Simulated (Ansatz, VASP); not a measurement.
**BiTe in VASP and in Ansatz**

```
Bi Te
1.0
     2.42271    1.39875    3.23436
    -2.42271    1.39875    3.23436
     0.00000   -2.79750    3.23436
Bi Te
1 1
Direct
  0.50000 0.50000 0.50000
  0.00000 0.00000 0.00000
```

Change from the starting cell: strain +0.000 along x and y, -0.025 along z, atoms carried along.

Alike in both runs: task single point; functional PBE; k mesh 12 × 12 × 12; occupations gaussian, width 0.15 eV; no spin polarisation.

```csv
,VASP,Ansatz
version,VASP 6.6.1,Ansatz 0.2.0
potentials or method,"VASP PAW PBE potentials, release 64 (Bi_d, Te), cutoff 520 eV","scalar-relativistic, plane waves, PAW"
valence electrons in the cell,21,31
```

Ansatz gave:

| Item | Value |
| --- | --- |
| gap on the k mesh at the Fermi level (eV) | none |
| pressure (GPa) | 1.0 |
| traceless stress, the component that is largest in VASP (GPa) | 0.12 |

**Question.** What did VASP give for the same quantities?

**Answer.** gap on the k mesh at the Fermi level (eV): none; pressure (GPa): 0.9; traceless stress, the component that is largest in VASP (GPa): 0.12.

A gap of «none» marks a metal or a gap that the smearing closes. With one functional, cell and mesh, what is left measures potentials, basis and numerics. VASP's potentials hold 21 valence electrons a cell and Ansatz's 31, so a difference there can come from the potentials and not from the codes.

Neither program's run includes spin-orbit coupling.
